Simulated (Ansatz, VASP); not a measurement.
# Hg: VASP beside Ansatz

```
CELL_PARAMETERS angstrom
3.45362 0.00000 0.00000
-1.72681 2.99092 0.00000
0.00000 0.00000 5.46265
ATOMIC_POSITIONS crystal
Hg 0.66667 0.33333 0.75000
Hg 0.33333 0.66667 0.25000
```

Alike in both runs: functional r2SCAN; k mesh 12 × 12 × 6; occupations gaussian, width 0.1 eV; no spin polarisation.

Ansatz relaxed the structure, and its values are those at the end. VASP's run is a single point on that final structure, the one shown.

```csv
,VASP,Ansatz
version,VASP 6.6.1,Ansatz 0.2.0
potentials or method,"VASP PAW PBE potentials, release 64 (Hg), cutoff 520 eV","scalar-relativistic, plane waves, PAW"
valence electrons in the cell,24,40
```

Ansatz gave:

- gap on the k mesh at the Fermi level (eV): none
- pressure (GPa): -0.1

Problem. Which values does VASP return?

Solution. gap on the k mesh at the Fermi level (eV): none; pressure (GPa): 0.1.

VASP's potentials were made for PBE, not for r2SCAN. A gap of «none» marks a metal or a gap that the smearing closes. The functional is the same, so the differences come from potentials, cutoffs and numerics. VASP's potentials hold 24 valence electrons a cell and Ansatz's 40, so a difference there can come from the potentials and not from the codes.

Spin-orbit coupling is off throughout.
